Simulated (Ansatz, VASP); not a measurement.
Two plane-wave programs on HfSiF

```
Hf Si F
1.0
     3.38456    0.00000    0.00000
     0.00000    3.38456    0.00000
     0.00000    0.00000    7.46162
Hf Si F
2 2 2
Cartesian
  0.0000 1.6923 2.0930
  1.6923 0.0000 5.3686
  1.6923 0.0000 0.6295
  0.0000 1.6923 6.8321
  0.0000 0.0000 3.7308
  1.6923 1.6923 3.7308
```

Change from the starting cell: species swapped into the LuIO type (P4/nmm, No. 129).

Alike in both runs: functional PBE; k mesh 6 × 6 × 2; occupations gaussian, width 0.1 eV; no spin polarisation.

Ansatz relaxed the structure, and its values are those at the end. VASP's run is a single point on that final structure, the one shown.

```csv
,VASP,Ansatz
version,VASP 6.6.1,Ansatz 0.2.0
potentials or method,"VASP PAW PBE potentials, release 64 (Hf_pv, Si, F), cutoff 520 eV","scalar-relativistic, plane waves, PAW"
valence electrons in the cell,42,74
```

|  | VASP | Ansatz | Ansatz less VASP |
| --- | --- | --- | --- |
| gap on the k mesh at the Fermi level (eV) | none | none | - |
| pressure (GPa) | -1.0 | 0.1 | +1.14 |
| rms of the force components (eV/Å) | 0.047 | 0.001 | -0.0465 |

A gap of «none» marks a metal or a gap that the smearing closes. With one functional, cell and mesh, what is left measures potentials, basis and numerics. VASP's potentials hold 42 valence electrons a cell and Ansatz's 74, so a difference there can come from the potentials and not from the codes.

The k mesh is coarse, so the values compare programs but aren't converged. Spin-orbit coupling is off throughout.
